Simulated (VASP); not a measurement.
# GaP (I-4m2) in VASP: a series of runs

The runs below take GaP through single point, with PBE.

Everything below comes from runs of VASP 6.6.1. Logs are shortened: lines on timing, memory, paths and dates and some standing lists are left out, and cuts for length are marked.

### Step 1. The cell of the first run

The structure is tetragonal, space group I-4m2 (No. 119). The conventional cell has a = 3.854 Å, b = 3.854 Å, c = 5.614 Å, α = 90.00°, β = 90.00°, γ = 90.00°. Within 3.1 Å of Ga (site symmetry -4m2) lie 4 P at 2.38 Å. Within 3.1 Å of P (site symmetry -4m2) lie 4 Ga at 2.38 Å.

### Step 2. Single point, PBE (strain +0.0300 x Voigt [0, 1, 0, 0, 0, 0])

The input, INCAR:

```
SYSTEM = GaP
PREC = Accurate
ENCUT = 520
EDIFF = 1E-6
ISMEAR = 0
SIGMA = 0.05
LREAL = .False.
LASPH = .True.
NELM = 60
ALGO = Normal
ISIF = 2
LWAVE = .False.
LCHARG = .False.
GGA = PE
NBANDS = 16
```

The input, KPOINTS:

```
Automatic mesh
0
Gamma
  8 8 8
  0 0 0
```

The input, POSCAR:

```
GaP
1.0
    0.0000000000      2.8070075000      2.7252500000
    2.7252500000      0.0000000000      2.7252500000
    2.7252500000      2.8070075000      0.0000000000
Ga P
1 1
Direct
    0.0000000000      0.0000000000      0.0000000000
    0.7500000000      0.7500000000      0.7500000000
```

Potentials or basis: VASP PAW PBE potentials, release 64 (Ga_d, P).

The run is started by

```bash
$ cat potpaw_PBE.64/Ga_d/POTCAR potpaw_PBE.64/P/POTCAR > POTCAR
$ mpirun -np 1 vasp_std > vasp.out
```

OUTCAR:

```text
SYSTEM = GaP
   PREC = Accurate
   ENCUT = 520
   EDIFF = 1E-6
   ISMEAR = 0
   LREAL = .False.
   LASPH = .True.
   NELM = 60
   ISIF = 2
   GGA = PE

 ion  position               nearest neighbor table
   1  0.000  0.000  0.000-   2 2.38   2 2.38   2 2.38   2 2.38
   2  0.750  0.750  0.750-   1 2.38   1 2.38   1 2.38   1 2.38

  LATTYP: Found a body centered tetragonal cell.
 ALAT       =     3.8540855109
 C/A-ratio  =     1.4566399692

  Lattice vectors:

 A1 = (   0.0000000000,  -2.8070075000,   2.7252500000)
 A2 = (   0.0000000000,  -2.8070075000,  -2.7252500000)
 A3 = (   2.7252500000,   2.8070075000,   0.0000000000)

Analysis of symmetry for initial positions (statically):
=====================================================================
 Subroutine PRICEL returns:
 Original cell was already a primitive cell.

 Routine SETGRP: Setting up the symmetry group for a
 body centered tetragonal supercell.

 Subroutine GETGRP returns: Found  8 space group operations
 (whereof  8 operations were pure point group operations)
 out of a pool of 16 trial point group operations.

The static configuration has the point symmetry D_2d.

Analysis of symmetry for dynamics (positions and initial velocities):
=====================================================================
 Subroutine PRICEL returns:
 Original cell was already a primitive cell.

 Routine SETGRP: Setting up the symmetry group for a
 body centered tetragonal supercell.

 Subroutine GETGRP returns: Found  8 space group operations
 (whereof  8 operations were pure point group operations)
 out of a pool of 16 trial point group operations.

The dynamic configuration has the point symmetry D_2d.

 Subroutine INISYM returns: Found  8 space group operations
 (whereof  8 operations are pure point group operations),
 and found     1 'primitive' translations

----------------------------------------------------------------------------------------

                                     Primitive cell

  volume of cell :      41.6952

  direct lattice vectors                    reciprocal lattice vectors
     0.000000000  2.807007500  2.725250000    -0.183469406  0.178125637  0.183469406
     2.725250000  0.000000000  2.725250000     0.183469406 -0.178125637  0.183469406
     2.725250000  2.807007500  0.000000000     0.183469406  0.178125637 -0.183469406

  length of vectors
     3.912323947  3.854085511  3.912323947     0.314723353  0.314723353  0.314723353

  position of ions in fractional coordinates (direct lattice)
     0.000000000  0.000000000  0.000000000
     0.750000000  0.750000000  0.750000000

  ion indices of the primitive-cell ions
   primitive index   ion index
                 1           1
                 2           2

----------------------------------------------------------------------------------------

 KPOINTS: Automatic mesh

Automatic generation of k-mesh.
 Grid dimensions read from file:
 generate k-points for:    8    8    8

 Generating k-lattice:

  Cartesian coordinates                     Fractional coordinates (reciprocal lattice)
    -0.022933676  0.022265705  0.022933676     0.125000000  0.000000000  0.000000000
     0.022933676 -0.022265705  0.022933676     0.000000000  0.125000000  0.000000000
     0.022933676  0.022265705 -0.022933676     0.000000000  0.000000000  0.125000000

  Length of vectors
     0.039340419  0.039340419  0.039340419

  Shift w.r.t. Gamma in fractional coordinates (k-lattice)
     0.000000000  0.000000000  0.000000000

 Subroutine IBZKPT returns following result:
 ===========================================

 Found     59 irreducible k-points:

 Following reciprocal coordinates:
            Coordinates               Weight
  0.000000  0.000000  0.000000      1.000000
  0.125000  0.000000  0.000000      8.000000
  0.250000  0.000000  0.000000      8.000000
  0.375000  0.000000 -0.000000      8.000000
  0.500000  0.000000  0.000000      4.000000
  0.125000  0.125000  0.000000      4.000000
[... 16 lines left out ...]
  0.250000  0.000000  0.125000      8.000000
  0.375000  0.000000  0.125000      8.000000
 [... further k-points ...]
   k-points           NKPTS =     59   k-points in BZ     NKDIM =     59   number of bands    NBANDS=     16
   number of dos      NEDOS =    301   number of ions     NIONS =      2
   total plane-waves  NPLWV =  27000
   dimension x,y,z NGX =    30 NGY =   30 NGZ =   30
   dimension x,y,z NGXF=    60 NGYF=   60 NGZF=   60
   ions per type =               1   1
   NGX,Y,Z   is equivalent  to a cutoff of  12.75, 12.94, 12.75 a.u.
   NGXF,Y,Z  is equivalent  to a cutoff of  25.50, 25.88, 25.50 a.u.
 SYSTEM =  GaP
   PREC   = accura    normal or accurate (medium, high low for compatibility)
   ISTART =      0    job   : 0-new  1-cont  2-samecut
   ICHARG =      2    charge: 1-file 2-atom 10-const
   ISPIN  =      1    spin polarized calculation?
   LNONCOLLINEAR =      F non collinear calculations
   LSORBIT =      F    spin-orbit coupling
   LASPH  =      T    aspherical Exc in radial PAW
   ENCUT  =  520.0 eV  38.22 Ry    6.18 a.u.   7.27  7.17  7.27*2*pi/ulx,y,z
   NELM   =     60;   NELMIN=  2; NELMDL= -5     # of ELM steps
   EDIFF  = 0.1E-05   stopping-criterion for ELM
   LREAL  =      F    real-space projection
   EDIFFG = 0.1E-04   stopping-criterion for IOM
   NSW    =      0    number of steps for IOM
   IBRION =     -1    ionic relax: 0-MD 1-quasi-New 2-CG
   NFREE  =      0    steps in history (QN), initial steepest desc. (CG)
   ISIF   =      2    stress and relaxation
   ISYM   =      2    0-nonsym 1-usesym 2-fastsym
   POTIM  = 0.5000    time-step for ionic-motion
   TEBEG  =    0.0;   TEEND  =   0.0 temperature during run
   PSTRESS=    0.0 pullay stress
   NELECT =      18.0000    total number of electrons
   NUPDOWN=      -1.0000    fix difference up-down
   EMIN   =  10.00;   EMAX   =-10.00  energy-range for DOS
   EFERMI =   0.00;   METHOD = LEGACY
   ISMEAR =     0;   SIGMA  =   0.05  broadening in eV -4-tet -1-fermi 0-gaus
   EFERMI_NEDOS =   21; number of points for ismear=-14 and -15
   IALGO  =     38    algorithm
   IMIX   =      4    mixing-type and parameters
     AMIX     =   0.40;   BMIX     =  1.00
     AMIX_MAG =   1.60;   BMIX_MAG =  1.00
  volume/ion in A,a.u.               =      20.85       140.69
  Fermi-wavevector in a.u.,A,eV,Ry     =   1.237286  2.338132 20.828855  1.530878
  Thomas-Fermi vector in A             =   2.371860
   LORBIT       =      0    0 simple, 1 ext, 2 COOP (PROOUT), +10 PAW based schemes
   GGA     = PE    functional components
   LHFCALC =     F    Hartree Fock is set to
   AEXX    =    0.0000 exact exchange contribution
   IVDW    =     0    specifies the selected vdW correction
   LEPSILON=     F    determine dielectric tensor
   LRPA    =     F    only Hartree local field effects (RPA)
 non-spin polarized calculation
 Gauss-broadening in eV      SIGMA  =   0.05
  energy-cutoff  :      520.00
  volume of cell :       41.70
 maximum number of plane-waves:      1140
 NGX is ok and might be reduce to    30
   NGX = 15   NGY = 15   NGZ = 15

 number of electron      17.9999998 magnetization

 Free energy of the ion-electron system (eV)
  ---------------------------------------------------
  ext. energy  EPLUGINS =         0.00000000
  ---------------------------------------------------
  free energy    TOTEN  =        -9.11984297 eV

  energy without entropy =       -9.11984297  energy(sigma->0) =       -9.11984297

 E-fermi :   4.6782     XC(G=0):  -9.7000

 val. band max:        4.4120428674   @ k =   0.0000   0.0000   0.0000
 cond. band min:       5.9202491175   @ k =   0.5000   0.0000   0.0000
 fundamental gap:      1.5082062501
 Fermi energy:         4.6782142464

 k-point     1 :       0.0000    0.0000    0.0000
  band No.  band energies     occupation
      1     -10.1556      2.00000
      2     -10.1464      2.00000
      3     -10.1464      2.00000
      4     -10.0614      2.00000
      5     -10.0565      2.00000
      6      -7.9161      2.00000
[... 8 lines left out ...]
     15      13.8327      0.00000
     16      14.3669      0.00000

 k-point     2 :       0.1250    0.0000    0.0000
  band No.  band energies     occupation
      1     -10.1623      2.00000
      2     -10.1472      2.00000
      3     -10.1423      2.00000
      4     -10.0617      2.00000
      5     -10.0562      2.00000
      6      -7.7216      2.00000
[... 8 lines left out ...]
     15      13.6988      0.00000
     16      13.9350      0.00000

 k-point     3 :       0.2500    0.0000    0.0000
  band No.  band energies     occupation
      1     -10.1879      2.00000
      2     -10.1389      2.00000
      3     -10.1334      2.00000
      4     -10.0612      2.00000
      5     -10.0542      2.00000
      6      -7.1707      2.00000
[... 8 lines left out ...]
     15      13.3898      0.00000
     16      14.2426      0.00000

 k-point     4 :       0.3750    0.0000   -0.0000
  band No.  band energies     occupation
      1     -10.2120      2.00000
      2     -10.1320      2.00000
      3     -10.1265      2.00000
      4     -10.0586      2.00000
      5     -10.0500      2.00000
      6      -6.4068      2.00000
[... 8 lines left out ...]
     15      14.4174      0.00000
     16      14.5946      0.00000
[... 324 lines left out ...]
 k-point    22 :       0.1250    0.0000    0.1250
  band No.  band energies     occupation
      1     -10.1744      2.00000
      2     -10.1384      2.00000
      3     -10.1384      2.00000
      4     -10.0594      2.00000
      5     -10.0588      2.00000
      6      -7.6659      2.00000
[... 8 lines left out ...]
     15      14.2011      0.00000
     16      14.5953      0.00000

 k-point    23 :       0.2500    0.0000    0.1250
  band No.  band energies     occupation
      1     -10.1933      2.00000
      2     -10.1324      2.00000
      3     -10.1291      2.00000
      4     -10.0613      2.00000
      5     -10.0566      2.00000
      6      -7.2399      2.00000
[... 8 lines left out ...]
     15      14.4811      0.00000
     16      15.3461      0.00000

 k-point    24 :       0.3750    0.0000    0.1250
  band No.  band energies     occupation
      1     -10.2125      2.00000
      2     -10.1284      2.00000
      3     -10.1213      2.00000
      4     -10.0589      2.00000
      5     -10.0549      2.00000
      6      -6.5324      2.00000
[... 8 lines left out ...]
     15      15.0776      0.00000
     16      15.1342      0.00000

 [... further k-points ...]

------------------------ aborting loop because EDIFF is reached ----------------------------------------

  FORCE on cell =-STRESS in cart. coord.  units (eV):
  Direction    XX          YY          ZZ          XY          YZ          ZX
  --------------------------------------------------------------------------------------
  -------------------------------------------------------------------------------------
  Total        0.1939472     -0.3978995      0.1939472      0.0000000      0.0000000      0.0000000
  in kB        7.4526007    -15.2896543      7.4526007      0.0000000      0.0000000      0.0000000
  external PRESSURE =      -0.1281510 kB  Pullay stress =       0.0000000 kB

 VOLUME and BASIS-vectors are now :
 -----------------------------------------------------------------------------
  energy-cutoff  :      520.00
  volume of cell :       41.70
      direct lattice vectors                 reciprocal lattice vectors
     0.000000000  2.807007500  2.725250000    -0.183469406  0.178125637  0.183469406
     2.725250000  0.000000000  2.725250000     0.183469406 -0.178125637  0.183469406
     2.725250000  2.807007500  0.000000000     0.183469406  0.178125637 -0.183469406

 POSITION                                       TOTAL-FORCE (eV/Angst)
 -----------------------------------------------------------------------------------
      0.00000      0.00000      0.00000        -0.000000     -0.000000     -0.000000
      4.08788      4.21051      4.08788         0.000000      0.000000      0.000000
 -----------------------------------------------------------------------------------
    total drift:                               -0.000002     -0.000002     -0.000002

  FREE ENERGIE OF THE ION-ELECTRON SYSTEM (eV)
  ---------------------------------------------------
  free  energy   TOTEN  =        -9.1198429716 eV

  energy  without entropy=       -9.1198429716  energy(sigma->0) =       -9.11984297
```

Wall time 76 s (1 thread of AMD EPYC 7R13, shared host); peak memory 0.16 GiB.

Results:

```yaml
Free_energy: -9.1198 eV
Pressure: 0.0 GPa
Band_gap_on_the_k_mesh: 1.51 eV, indirect (least direct gap 1.52 eV)
```

Levels at points of the mesh, in eV from the valence-band top:
| k point | band 6 | band 7 | band 8 | band 9 | band 10 | band 11 | band 12 | band 13 |
| --- | --- | --- | --- | --- | --- | --- | --- | --- |
| (0.00, 0.00, 0.00) | -12.33 | -0.17 | 0.00 | 0.00 | 1.52 | 3.82 | 3.82 | 3.89 |
| (0.50, 0.00, 0.00) | -10.36 | -6.52 | -1.25 | -1.01 | 1.51 | 4.59 | 4.78 | 8.18 |
| (0.50, 0.50, 0.00) | -9.46 | -6.61 | -2.71 | -2.69 | 1.60 | 1.70 | 10.26 | 10.26 |
| (0.50, 0.00, 0.50) | -9.58 | -6.80 | -2.50 | -2.50 | 1.79 | 1.98 | 10.32 | 10.32 |

Caveat: the cell differs from its parent crystal (strain +0.0300 x Voigt [0, 1, 0, 0, 0, 0]). A k mesh can miss the band edges.

### Step 3. Single point, PBE (strain +0.0200 x Voigt [0, 1, 0, 0, 0, 0])

The input, INCAR:

```
PREC = Accurate ; ENCUT = 520
EDIFF = 1E-7 ; ISMEAR = 0
SIGMA = 0.05 ; LREAL = F
LASPH = T ; NELM = 100
ALGO = Normal ; ISIF = 2
LWAVE = F ; LCHARG = F
GGA = PE ; NBANDS = 16
```

The input, KPOINTS:

```
regular mesh
0
Gamma
  8 8 8
```

The input, POSCAR:

```
GaP
1.0
    0.0000000000      2.7797550000      2.7252500000
    2.7252500000      0.0000000000      2.7252500000
    2.7252500000      2.7797550000      0.0000000000
Ga P
1 1
Direct
    0.0000000000      0.0000000000      0.0000000000
    0.7500000000      0.7500000000      0.7500000000
```

Potentials or basis: VASP PAW PBE potentials, release 64 (Ga_d, P).

The run is started by

```bash
$ cat potpaw_PBE.64/Ga_d/POTCAR potpaw_PBE.64/P/POTCAR > POTCAR
$ mpirun -np 1 vasp_std > vasp.out
```

Run time: 91 s. Hardware: 1 thread of AMD EPYC 7R13, shared host; peak memory 0.16 GiB.

The run converged. Its results:

| Quantity | Value |
| --- | --- |
| Free energy | -9.1219 eV |
| Pressure | 0.8 GPa |
| Band gap on the k mesh | 1.57 eV, indirect (least direct gap 1.62 eV) |

Stress tensor (GPa, compression positive):
```
 1.32  0.00  0.00
 0.00 -0.18  0.00
 0.00  0.00  1.32
```

Levels at points of the mesh, in eV from the valence-band top:
```tsv
k point	band 5	band 6	band 7	band 8	band 9	band 10	band 11	band 12	band 13	band 14
(0.00, 0.00, 0.00)	-14.46	-12.38	-0.11	0.00	0.00	1.62	3.84	3.84	3.89	8.68
(0.50, 0.00, 0.00)	-14.45	-10.38	-6.56	-1.21	-1.04	1.57	4.63	4.76	8.21	10.70
(0.50, 0.50, 0.00)	-14.44	-9.48	-6.65	-2.70	-2.69	1.61	1.74	10.38	10.38	11.03
(0.50, 0.00, 0.50)	-14.45	-9.56	-6.78	-2.56	-2.56	1.75	1.93	10.42	10.42	10.86
```

Caveat: the cell differs from its parent crystal (strain +0.0200 x Voigt [0, 1, 0, 0, 0, 0]).

### Step 4. Single point, PBE (strain +0.0400 x Voigt [0, 1, 0, 0, 0, 0])

The input, INCAR:

```
SYSTEM = GaP
PREC     = Accurate       ! precision mode
ENCUT    = 520            ! plane-wave cutoff, eV
EDIFF    = 1E-6           ! SCF threshold, eV
ISMEAR   = 0              ! smearing method
SIGMA    = 0.05           ! smearing width, eV
LREAL    = .False.        ! projectors in reciprocal space
LASPH    = .True.         ! aspherical terms in the spheres
NELM     = 80             ! most SCF steps
ALGO     = Normal         ! electronic algorithm
ISIF     = 2              ! what is computed and relaxed
LWAVE    = .False.        ! write WAVECAR
LCHARG   = .False.        ! write CHGCAR
GGA      = PE             ! functional
NBANDS   = 16             ! bands
```

The input, KPOINTS:

```
Automatic mesh
0
Gamma
  8 8 8
  0 0 0
```

The input, POSCAR:

```
GaP
1.0
    0.0000000000      2.8342600000      2.7252500000
    2.7252500000      0.0000000000      2.7252500000
    2.7252500000      2.8342600000      0.0000000000
Ga P
1 1
Direct
    0.0000000000      0.0000000000      0.0000000000
    0.7500000000      0.7500000000      0.7500000000
```

The run is started by

```bash
$ cat potpaw_PBE.64/Ga_d/POTCAR potpaw_PBE.64/P/POTCAR > POTCAR
$ mpirun -np 1 vasp_std > vasp.out
```

Wall time 88 s (1 thread of AMD EPYC 7R13, shared host); peak memory 0.16 GiB.

Results (log left out):

| Quantity | Value |
| --- | --- |
| Free energy | -9.1146 eV |
| Pressure | -0.7 GPa |
| Band gap on the k mesh | 1.42 eV, direct |

Stress tensor (GPa, compression positive):
```
 0.27  0.00  0.00
 0.00 -2.78  0.00
 0.00  0.00  0.27
```

Levels at points of the mesh, in eV from the valence-band top:
| k point | band 6 | band 7 | band 8 | band 9 | band 10 | band 11 | band 12 | band 13 |
| --- | --- | --- | --- | --- | --- | --- | --- | --- |
| (0.00, 0.00, 0.00) | -12.28 | -0.23 | 0.00 | 0.00 | 1.42 | 3.80 | 3.80 | 3.89 |
| (0.50, 0.00, 0.00) | -10.34 | -6.49 | -1.29 | -0.98 | 1.45 | 4.55 | 4.80 | 8.14 |
| (0.50, 0.50, 0.00) | -9.44 | -6.56 | -2.71 | -2.69 | 1.58 | 1.66 | 10.12 | 10.14 |
| (0.50, 0.00, 0.50) | -9.60 | -6.81 | -2.44 | -2.44 | 1.84 | 2.02 | 10.23 | 10.23 |

Caveat: the cell differs from its parent crystal (strain +0.0400 x Voigt [0, 1, 0, 0, 0, 0]). A k mesh can miss the band edges.

### Step 5. Single point, PBE (strain +0.0350 x Voigt [0, 1, 0, 0, 0, 0])

The input, INCAR:

```
PREC = Accurate
ENCUT = 520
EDIFF = 1E-6
ISMEAR = 0
SIGMA = 0.05
LREAL = F
LASPH = T
NELM = 80
ALGO = Normal
ISIF = 2
LWAVE = F
LCHARG = F
GGA = PE
NBANDS = 16
```

The input, KPOINTS:

```
Automatic mesh
0
Gamma
  8 8 8
```

The input, POSCAR:

```
GaP
1.0
    0.0000000000      2.8206337500      2.7252500000
    2.7252500000      0.0000000000      2.7252500000
    2.7252500000      2.8206337500      0.0000000000
Ga P
1 1
Direct
    0.0000000000      0.0000000000      0.0000000000
    0.7500000000      0.7500000000      0.7500000000
```

The run is started by

```bash
$ cat potpaw_PBE.64/Ga_d/POTCAR potpaw_PBE.64/P/POTCAR > POTCAR
$ mpirun -np 1 vasp_std > vasp.out
```

It took 77 s on 1 thread of AMD EPYC 7R13, shared host; peak memory 0.16 GiB.

The run converged. Its results:

| Property | Result |
| --- | --- |
| Free energy | -9.1176 eV |
| Pressure | -0.4 GPa |
| Band gap on the k mesh | 1.47 eV, direct |

Stress tensor (GPa, compression positive):
```
 0.50  0.00  0.00
 0.00 -2.16  0.00
 0.00  0.00  0.50
```

Levels at points of the mesh, in eV from the valence-band top:
```
           k point  band 6  band 7  band 8  band 9  band 10  band 11  band 12  band 13
(0.00, 0.00, 0.00)  -12.30   -0.20    0.00    0.00     1.47     3.81     3.81     3.89
(0.50, 0.00, 0.00)  -10.35   -6.50   -1.27   -0.99     1.48     4.57     4.79     8.16
(0.50, 0.50, 0.00)   -9.45   -6.58   -2.71   -2.69     1.59     1.68    10.19    10.20
(0.50, 0.00, 0.50)   -9.59   -6.80   -2.47   -2.47     1.82     2.00    10.28    10.28
```

Caveat: the cell differs from its parent crystal (strain +0.0350 x Voigt [0, 1, 0, 0, 0, 0]). A k mesh can miss the band edges.

### Step 6. Overview

| cell | gap on the mesh (eV) | pressure (GPa) |
| --- | --- | --- |
| a = 3.912, b = 3.854 Å, angles 60.5, 59.0, 60.5°, 2 atoms | 1.51 | 0.0 |
| a = 3.893, b = 3.854 Å, angles 60.3, 59.3, 60.3°, 2 atoms | 1.57 | 0.8 |
| a = 3.932, b = 3.854 Å, angles 60.7, 58.7, 60.7°, 2 atoms | 1.42 | -0.7 |
| a = 3.922, b = 3.854 Å, angles 60.6, 58.9, 60.6°, 2 atoms | 1.47 | -0.4 |

Alike in all rows: task single point; level PBE; potentials or basis VASP PAW PBE potentials, release 64 (Ga_d, P); no spin polarisation; k mesh 8 × 8 × 8; cutoff (eV) 520; smearing gaussian 0.05 eV.

Absolute energies hang on the potentials; compare differences alone.
